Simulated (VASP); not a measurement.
# Rh (P6_3/mmc) in VASP: further runs, part 2 of 2

VASP 6.6.1. Earlier steps stand in the parts before.

**3. Single point, PBE**

This run uses another cell than the first one, of 14.30 Å³/atom, 1.042 times its volume.

The input, INCAR:

```
SYSTEM = Rh
ALGO = Normal
EDIFF = 1E-6
ENCUT = 520
GGA = PE
ISIF = 2
ISMEAR = -1
LASPH = .TRUE.
LCHARG = .FALSE.
LREAL = .FALSE.
LWAVE = .FALSE.
NBANDS = 22
NELM = 60
PREC = Accurate
SIGMA = 0.1
```

The input, KPOINTS:

```
k-points
0
G
  10 10 5
  0 0 0
```

The input, POSCAR:

```
Rh
1.0
    2.7309790000      0.0000000000      0.0000000000
   -1.3654900000      2.3650970000      0.0000000000
    0.0000000000      0.0000000000      4.4284890000
Rh
2
Direct
    0.6666666667      0.3333333333      0.7500000000
    0.3333333333      0.6666666667      0.2500000000
```

Potentials or basis: VASP PAW PBE potentials, release 64 (Rh_pv).

Command:

```
cat potpaw_PBE.64/Rh_pv/POTCAR > POTCAR
mpirun -np 1 vasp_std > vasp.out
```

OUTCAR:

```text
SYSTEM = Rh
   EDIFF = 1E-6
   ENCUT = 520
   GGA = PE
   ISIF = 2
   ISMEAR = -1
   LASPH = .TRUE.
   LREAL = .FALSE.
   NELM = 60
   PREC = Accurate

 ion  position               nearest neighbor table
   1  0.667  0.333  0.750-   2 2.72   2 2.72   2 2.72   2 2.72   2 2.72   2 2.72
   2  0.333  0.667  0.250-   1 2.72   1 2.72   1 2.72   1 2.72   1 2.72   1 2.72

  LATTYP: Found a hexagonal cell.
 ALAT       =     2.7309790000
 C/A-ratio  =     1.6215756328

  Lattice vectors:

 A1 = (   2.7309790000,   0.0000000000,   0.0000000000)
 A2 = (  -1.3654900000,   2.3650970000,   0.0000000000)
 A3 = (   0.0000000000,   0.0000000000,   4.4284890000)

Analysis of symmetry for initial positions (statically):
=====================================================================
 Subroutine PRICEL returns:
 Original cell was already a primitive cell.

 Routine SETGRP: Setting up the symmetry group for a
 hexagonal supercell.

 Subroutine GETGRP returns: Found 24 space group operations
 (whereof 12 operations were pure point group operations)
 out of a pool of 24 trial point group operations.

The static configuration has the point symmetry D_3d.
 The point group associated with its full space group is D_6h.

Analysis of symmetry for dynamics (positions and initial velocities):
=====================================================================
 Subroutine PRICEL returns:
 Original cell was already a primitive cell.

 Routine SETGRP: Setting up the symmetry group for a
 hexagonal supercell.

 Subroutine GETGRP returns: Found 24 space group operations
 (whereof 12 operations were pure point group operations)
 out of a pool of 24 trial point group operations.

The dynamic configuration has the point symmetry D_3d.
 The point group associated with its full space group is D_6h.

 Subroutine INISYM returns: Found 24 space group operations
 (whereof 12 operations are pure point group operations),
 and found     1 'primitive' translations

----------------------------------------------------------------------------------------

                                     Primitive cell

  volume of cell :      28.6037

  direct lattice vectors                    reciprocal lattice vectors
     2.730979000  0.000000000  0.000000000     0.366169055  0.211407897  0.000000000
    -1.365490000  2.365097000  0.000000000     0.000000000  0.422815639  0.000000000
     0.000000000  0.000000000  4.428489000     0.000000000  0.000000000  0.225810655

  length of vectors
     2.730979000  2.730979084  4.428489000     0.422815652  0.422815639  0.225810655

  position of ions in fractional coordinates (direct lattice)
     0.666666667  0.333333333  0.750000000
     0.333333333  0.666666667  0.250000000

  ion indices of the primitive-cell ions
   primitive index   ion index
                 1           1
                 2           2

----------------------------------------------------------------------------------------

 KPOINTS: k-points

Automatic generation of k-mesh.
 Grid dimensions read from file:
 generate k-points for:   10   10    5

 Generating k-lattice:

  Cartesian coordinates                     Fractional coordinates (reciprocal lattice)
     0.036616906  0.021140790  0.000000000     0.100000000  0.000000000  0.000000000
     0.000000000  0.042281564  0.000000000     0.000000000  0.100000000  0.000000000
     0.000000000  0.000000000  0.045162131     0.000000000  0.000000000  0.200000000

  Length of vectors
     0.042281565  0.042281564  0.045162131

  Shift w.r.t. Gamma in fractional coordinates (k-lattice)
     0.000000000  0.000000000  0.000000000

 Subroutine IBZKPT returns following result:
 ===========================================

 Found     42 irreducible k-points:

 Following reciprocal coordinates:
            Coordinates               Weight
  0.000000  0.000000  0.000000      1.000000
  0.100000  0.000000  0.000000      6.000000
  0.200000  0.000000  0.000000      6.000000
  0.300000  0.000000  0.000000      6.000000
  0.400000  0.000000  0.000000      6.000000
  0.500000  0.000000  0.000000      3.000000
[... 16 lines left out ...]
  0.300000  0.100000  0.200000     24.000000
  0.400000  0.100000  0.200000     24.000000
 [... further k-points ...]
   k-points           NKPTS =     42   k-points in BZ     NKDIM =     42   number of bands    NBANDS=     22
   number of dos      NEDOS =    301   number of ions     NIONS =      2
   total plane-waves  NPLWV =  14400
   dimension x,y,z NGX =    20 NGY =   20 NGZ =   36
   dimension x,y,z NGXF=    40 NGYF=   40 NGZF=   72
   ions per type =               2
   NGX,Y,Z   is equivalent  to a cutoff of  12.17, 12.17, 13.51 a.u.
   NGXF,Y,Z  is equivalent  to a cutoff of  24.35, 24.35, 27.03 a.u.
 SYSTEM =  Rh
   PREC   = accura    normal or accurate (medium, high low for compatibility)
   ISTART =      0    job   : 0-new  1-cont  2-samecut
   ICHARG =      2    charge: 1-file 2-atom 10-const
   ISPIN  =      1    spin polarized calculation?
   LNONCOLLINEAR =      F non collinear calculations
   LSORBIT =      F    spin-orbit coupling
   LASPH  =      T    aspherical Exc in radial PAW
   ENCUT  =  520.0 eV  38.22 Ry    6.18 a.u.   5.08  5.08  8.23*2*pi/ulx,y,z
   NELM   =     60;   NELMIN=  2; NELMDL= -5     # of ELM steps
   EDIFF  = 0.1E-05   stopping-criterion for ELM
   LREAL  =      F    real-space projection
   EDIFFG = 0.1E-04   stopping-criterion for IOM
   NSW    =      0    number of steps for IOM
   IBRION =     -1    ionic relax: 0-MD 1-quasi-New 2-CG
   NFREE  =      0    steps in history (QN), initial steepest desc. (CG)
   ISIF   =      2    stress and relaxation
   ISYM   =      2    0-nonsym 1-usesym 2-fastsym
   POTIM  = 0.5000    time-step for ionic-motion
   TEBEG  =    0.0;   TEEND  =   0.0 temperature during run
   PSTRESS=    0.0 pullay stress
   NELECT =      30.0000    total number of electrons
   NUPDOWN=      -1.0000    fix difference up-down
   EMIN   =  10.00;   EMAX   =-10.00  energy-range for DOS
   EFERMI =   0.00;   METHOD = LEGACY
   ISMEAR =    -1;   SIGMA  =   0.10  broadening in eV -4-tet -1-fermi 0-gaus
   EFERMI_NEDOS =   21; number of points for ismear=-14 and -15
   IALGO  =     38    algorithm
   IMIX   =      4    mixing-type and parameters
     AMIX     =   0.40;   BMIX     =  1.00
     AMIX_MAG =   1.60;   BMIX_MAG =  1.00
  volume/ion in A,a.u.               =      14.30        96.51
  Fermi-wavevector in a.u.,A,eV,Ry     =   1.663314  3.143208 37.642069  2.766614
  Thomas-Fermi vector in A             =   2.750053
   LORBIT       =      0    0 simple, 1 ext, 2 COOP (PROOUT), +10 PAW based schemes
   GGA     = PE    functional components
   LHFCALC =     F    Hartree Fock is set to
   AEXX    =    0.0000 exact exchange contribution
   IVDW    =     0    specifies the selected vdW correction
   LEPSILON=     F    determine dielectric tensor
   LRPA    =     F    only Hartree local field effects (RPA)
 non-spin polarized calculation
  energy-cutoff  :      520.00
  volume of cell :       28.60
 maximum number of plane-waves:       785
   NGX = 11   NGY = 11   NGZ = 17

 number of electron      30.0000007 magnetization

 Free energy of the ion-electron system (eV)
  ---------------------------------------------------
  ext. energy  EPLUGINS =         0.00000000
  ---------------------------------------------------
  free energy    TOTEN  =       -14.48950151 eV

  energy without entropy =      -14.36515943  energy(sigma->0) =      -14.42733047

 E-fermi :  11.2767     XC(G=0): -13.7764

 val. band max:       11.2745065602   @ k =   0.3000   0.1000   0.4000
 cond. band min:      11.3107464958   @ k =   0.4000   0.0000   0.0000
 fundamental gap:      0.0362399356
 Fermi energy:        11.2766899077

 k-point     1 :       0.0000    0.0000    0.0000
  band No.  band energies     occupation
      1     -35.7417      2.00000
      2     -35.1842      2.00000
      3     -35.1842      2.00000
      4     -35.0920      2.00000
      5     -35.0915      2.00000
      6     -35.0915      2.00000
[... 14 lines left out ...]
     21      29.3289      0.00000
     22      29.9258      0.00000

 k-point     2 :       0.1000    0.0000    0.0000
  band No.  band energies     occupation
      1     -35.7217      2.00000
      2     -35.2297      2.00000
      3     -35.1989      2.00000
      4     -35.1386      2.00000
      5     -35.1004      2.00000
      6     -35.0989      2.00000
[... 14 lines left out ...]
     21      29.6973      0.00000
     22      29.9846      0.00000
[... 523 lines left out ...]
     21      25.0012      0.00000
     22      26.2155      0.00000

 k-point    24 :       0.4000    0.1000    0.2000
  band No.  band energies     occupation
      1     -35.6698      2.00000
      2     -35.5828      2.00000
      3     -35.4078      2.00000
      4     -35.3266      2.00000
      5     -35.2487      2.00000
      6     -35.2047      2.00000
[... 14 lines left out ...]
     21      23.9102      0.00000
     22      25.7687      0.00000

 [... further k-points ...]
[... 5 lines left out ...]
  --------------------------------------------------------------------------------------
  -------------------------------------------------------------------------------------
  Total       -0.5044343     -0.5044343     -0.5458083      0.0000001      0.0000000      0.0000000
  in kB      -28.2548063    -28.2548017    -30.5722775      0.0000060      0.0000000      0.0000000
  external PRESSURE =     -29.0272952 kB  Pullay stress =       0.0000000 kB

 VOLUME and BASIS-vectors are now :
 -----------------------------------------------------------------------------
  energy-cutoff  :      520.00
  volume of cell :       28.60
      direct lattice vectors                 reciprocal lattice vectors
     2.730979000  0.000000000  0.000000000     0.366169055  0.211407897  0.000000000
    -1.365490000  2.365097000  0.000000000     0.000000000  0.422815639  0.000000000
     0.000000000  0.000000000  4.428489000     0.000000000  0.000000000  0.225810655

 POSITION                                       TOTAL-FORCE (eV/Angst)
 -----------------------------------------------------------------------------------
      1.36549      0.78837      3.32137        -0.000000      0.000000      0.000000
     -0.00000      1.57673      1.10712         0.000000     -0.000000      0.000000
 -----------------------------------------------------------------------------------
    total drift:                                0.000000     -0.000000      0.000000

  FREE ENERGIE OF THE ION-ELECTRON SYSTEM (eV)
  ---------------------------------------------------
  free  energy   TOTEN  =       -14.4895015133 eV

  energy  without entropy=      -14.3651594349  energy(sigma->0) =      -14.42733047
```

OSZICAR:

```text
N       E                     dE             d eps       ncg     rms          rms(c)
DAV:   1     0.331514267804E+03    0.33151E+03   -0.18989E+04  1848   0.158E+03
DAV:   2    -0.807764596452E+01   -0.33959E+03   -0.32724E+03  1902   0.473E+02
DAV:   3    -0.154130710315E+02   -0.73354E+01   -0.72938E+01  2154   0.785E+01
DAV:   4    -0.154629293285E+02   -0.49858E-01   -0.49852E-01  2104   0.653E+00
DAV:   5    -0.154637129700E+02   -0.78364E-03   -0.78363E-03  2136   0.856E-01    0.132E+01
DAV:   6    -0.145219279209E+02    0.94179E+00   -0.22491E+00  2022   0.159E+01    0.455E+00
DAV:   7    -0.144952162404E+02    0.26712E-01   -0.38281E-02  2124   0.172E+00    0.216E+00
DAV:   8    -0.144898085917E+02    0.54076E-02   -0.72522E-03  1950   0.960E-01    0.317E-01
DAV:   9    -0.144894952996E+02    0.31329E-03   -0.26681E-04  2124   0.190E-01    0.187E-02
DAV:  10    -0.144895019473E+02   -0.66478E-05   -0.74550E-06  2124   0.281E-02    0.396E-03
DAV:  11    -0.144895015133E+02    0.43403E-06   -0.52275E-07  1320   0.732E-03
   1 F= -.14489502E+02 E0= -.14427330E+02  d E =-.124342E+00
```

Wall time 35 s (1 thread of Intel Xeon 8259CL, shared host); peak memory 0.15 GiB.

What came out:

| Item | Value |
| --- | --- |
| Free energy | -14.4895 eV |
| Pressure | -2.9 GPa |
| Band gap on the k mesh | zero (band 15 reaches 11.87 eV, above the bottom of band 16 at 9.71 eV) |

**4. Single point, PBE**

This run uses another cell than the first one, of 14.87 Å³/atom, 1.083 times its volume.

The input, INCAR:

```
SYSTEM = Rh
PREC = Accurate ; ENCUT = 520
EDIFF = 1E-7 ; ISMEAR = -1
SIGMA = 0.1 ; LREAL = .False.
LASPH = .True. ; NELM = 100
ALGO = Normal ; ISIF = 2
LWAVE = .False. ; LCHARG = .True.
GGA = PE ; LELF = .True.
LVHAR = .True. ; NBANDS = 22
```

The input, KPOINTS:

```
regular mesh
0
Gamma
  10 10 5
  0 0 0
```

The input, POSCAR:

```
Rh
1.0
    2.7669170555      0.0000000000      0.0000000000
   -1.3834590343      2.3962202665      0.0000000000
    0.0000000000      0.0000000000      4.4867652751
Rh
2
Direct
    0.6666666667      0.3333333333      0.7500000000
    0.3333333333      0.6666666667      0.2500000000
```

Command:

```
cat potpaw_PBE.64/Rh_pv/POTCAR > POTCAR
mpirun -np 1 vasp_std > vasp.out
```

Wall time 48 s (1 thread of Intel Xeon 8259CL, shared host); peak memory 0.16 GiB.

Results (log left out):

| Quantity | Value |
| --- | --- |
| Free energy | -14.4385 eV |
| Pressure | -11.2 GPa |
| Band gap on the k mesh | zero (band 15 reaches 11.14 eV, above the bottom of band 16 at 9.12 eV) |

Stress tensor (GPa, compression positive):
```
-11.09   0.00   0.00
  0.00 -11.09   0.00
  0.00   0.00 -11.51
```

Levels at points of the mesh, in eV from the Fermi level:
```csv
k point,band 13,band 14,band 15,band 16,band 17,band 18
"(0.00, 0.00, 0.00)",-2.22,-1.66,-1.66,0.14,0.14,0.81
"(0.50, 0.00, 0.00)",-1.89,0.38,0.55,0.65,2.82,4.77
```

**5. Single point, PBE**

This run uses another cell than the first one, of 15.45 Å³/atom, 1.125 times its volume.

The input, INCAR:

```
PREC = Accurate
ENCUT = 520
EDIFF = 1E-6
ISMEAR = -1
SIGMA = 0.1
LREAL = F
LASPH = T
NELM = 100
ALGO = Normal
ISIF = 2
LWAVE = F
LCHARG = F
GGA = PE
NBANDS = 22
```

The input, KPOINTS:

```
regular mesh
0
Gamma
  10 10 5
```

The input, POSCAR:

```
Rh
1.0
    2.8019450405      0.0000000000      0.0000000000
   -1.4009730333      2.4265553889      0.0000000000
    0.0000000000      0.0000000000      4.5435658021
Rh
2
Direct
    0.6666666667      0.3333333333      0.7500000000
    0.3333333333      0.6666666667      0.2500000000
```

Command:

```
cat potpaw_PBE.64/Rh_pv/POTCAR > POTCAR
mpirun -np 1 vasp_std > vasp.out
```

It took 44 s on 1 thread of Intel Xeon 8259CL, shared host; peak memory 0.16 GiB.

The run converged. Its results:

```yaml
Free_energy: -14.3351 eV
Pressure: -17.7 GPa
Band_gap_on_the_k_mesh: zero (band 15 reaches 10.47 eV, above the bottom of band 16 at 8.58 eV)
```

Stress tensor (GPa, compression positive):
```
-17.50   0.00   0.00
  0.00 -17.50   0.00
  0.00   0.00 -18.06
```

Levels at points of the mesh, in eV from the Fermi level:
| k point | band 12 | band 13 | band 14 | band 15 | band 16 | band 17 | band 18 | band 19 |
| --- | --- | --- | --- | --- | --- | --- | --- | --- |
| (0.00, 0.00, 0.00) | -2.09 | -2.09 | -1.56 | -1.56 | 0.13 | 0.13 | 0.87 | 7.52 |
| (0.50, 0.00, 0.00) | -1.87 | -1.77 | 0.36 | 0.51 | 0.61 | 2.72 | 4.60 | 9.53 |

**6. Single point, PBE**

This run uses another cell than the first one, of 16.02 Å³/atom, 1.167 times its volume.

The input, INCAR:

```
PREC = Accurate ; ENCUT = 520
EDIFF = 1E-7 ; ISMEAR = -1
SIGMA = 0.1 ; LREAL = False
LASPH = True ; NELM = 60
ALGO = Normal ; ISIF = 2
LWAVE = False ; LCHARG = False
GGA = PE ; NBANDS = 22
```

KPOINTS is that of step 5.

The input, POSCAR:

```
Rh
1.0
    2.8361184700      0.0000000000      0.0000000000
   -1.4180597542      2.4561504446      0.0000000000
    0.0000000000      0.0000000000      4.5989806025
Rh
2
Direct
    0.6666666667      0.3333333333      0.7500000000
    0.3333333333      0.6666666667      0.2500000000
```

Potentials or basis: VASP PAW PBE potentials, release 64 (Rh_pv).

Command:

```
cat potpaw_PBE.64/Rh_pv/POTCAR > POTCAR
mpirun -np 1 vasp_std > vasp.out
```

Wall time 50 s (1 thread of Intel Xeon 8259CL, shared host); peak memory 0.16 GiB.

It converged, with:

| Quantity | Value |
| --- | --- |
| Free energy | -14.1911 eV |
| Pressure | -22.6 GPa |
| Band gap on the k mesh | zero (band 15 reaches 9.86 eV, above the bottom of band 16 at 8.08 eV) |

Stress tensor (GPa, compression positive):
```
-22.39   0.00   0.00
  0.00 -22.39   0.00
  0.00   0.00 -23.08
```

Levels at points of the mesh, in eV from the Fermi level:
```csv
k point,band 13,band 14,band 15,band 16,band 17,band 18
"(0.00, 0.00, 0.00)",-1.97,-1.47,-1.47,0.12,0.12,0.92
"(0.50, 0.00, 0.00)",-1.66,0.34,0.48,0.57,2.63,4.43
```

**7. Overview**

```csv
cell,gap on the mesh (eV),pressure (GPa)
"a = 2.694, b = 2.694, c = 4.369 Å, angles 90.0, 90.0, 120.0°, 2 atoms",none,7.8
"a = 2.731, b = 2.731, c = 4.428 Å, angles 90.0, 90.0, 120.0°, 2 atoms",none,-2.9
"a = 2.767, b = 2.767, c = 4.487 Å, angles 90.0, 90.0, 120.0°, 2 atoms",none,-11.2
"a = 2.802, b = 2.802, c = 4.544 Å, angles 90.0, 90.0, 120.0°, 2 atoms",none,-17.7
"a = 2.836, b = 2.836, c = 4.599 Å, angles 90.0, 90.0, 120.0°, 2 atoms",none,-22.6
```

Alike in all rows: task single point; level PBE; potentials or basis VASP PAW PBE potentials, release 64 (Rh_pv); no spin polarisation; k mesh 10 × 10 × 5; cutoff (eV) 520; smearing fermi-dirac 0.1 eV.

Absolute energies hang on the potentials; compare differences alone.
